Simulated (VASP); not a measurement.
## AgB: single point with LDA+U

The system is AgB.

```xyz
2
Lattice="3.0060 0.0000 0.0000 0.0000 3.0060 0.0000 0.0000 0.0000 3.0060" Properties=species:S:1:pos:R:3 pbc="T T T"
Ag    0.0358    0.0047    0.0157
B     1.4716    1.5431    1.4599
```

| Quantity | Value |
| --- | --- |
| Program | VASP 6.6.1 |
| Task | single point |
| Functional | LDA |
| Potentials or basis | VASP PAW LDA potentials, release 64 (Ag, B) |
| Cutoff | 520 eV |
| k mesh | 8 × 8 × 8 |
| Occupations | methfessel-paxton, width 0.1 eV |
| Spin | no spin polarisation |
| Hubbard terms | Ag d U = 5.0 eV |
| Dipole correction | no |
| Further INCAR settings | ALGO = Normal; EDIFF = 1e-06; NBANDS = 14 |

```json
{
 "Pressure": "-17.7 GPa",
 "Band gap on the k mesh": "zero (bands 7 and 8 overlap by 3.42 eV)"
}
```

Stress tensor (GPa, compression positive):
```
-17.67  -0.07   0.11
 -0.07 -17.69  -0.06
  0.11  -0.06 -17.68
```

Levels at points of the mesh, in eV from the Fermi level:
```
           k point  band 4  band 5  band 6  band 7  band 8  band 9  band 10  band 11
(0.00, 0.00, 0.00)   -5.28   -5.27   -5.27    2.26    2.27    2.28     7.52    11.54
(0.50, 0.00, 0.00)   -6.11   -6.10   -5.20   -3.04    4.49    4.51    10.04    10.40
(0.00, 0.50, 0.00)   -6.11   -6.09   -5.20   -3.04    4.48    4.51    10.09    10.34
(0.00, 0.00, 0.50)   -6.11   -6.09   -5.20   -3.04    4.48    4.51    10.06    10.38
(0.50, 0.50, 0.00)   -5.80   -4.76   -2.63   -2.61   -1.03    3.11     4.10    12.35
(0.00, 0.50, 0.50)   -5.80   -4.76   -2.63   -2.61   -1.03    3.11     4.11    12.35
(0.50, 0.00, 0.50)   -5.80   -4.76   -2.64   -2.62   -1.03    3.11     4.10    12.34
(0.50, 0.50, 0.50)   -4.73   -4.72   -2.30    2.10    2.14    2.16     4.87     4.90
```

Eigenvalues of the final occupation matrices:
```tsv
site	spin	trace	eigenvalues
site 1 d	1	4.69	0.93 0.93 0.93 0.95 0.95
site 1 d	2	4.69	0.93 0.93 0.93 0.95 0.95
```

Wall time 63 s on 1 thread of Intel Xeon 8259CL (shared host), peak memory 0.21 GiB.

Caveat: the cell stands under tension; U without spin polarisation on a metal has little footing; the U is typed as a test and isn't derived for this compound.
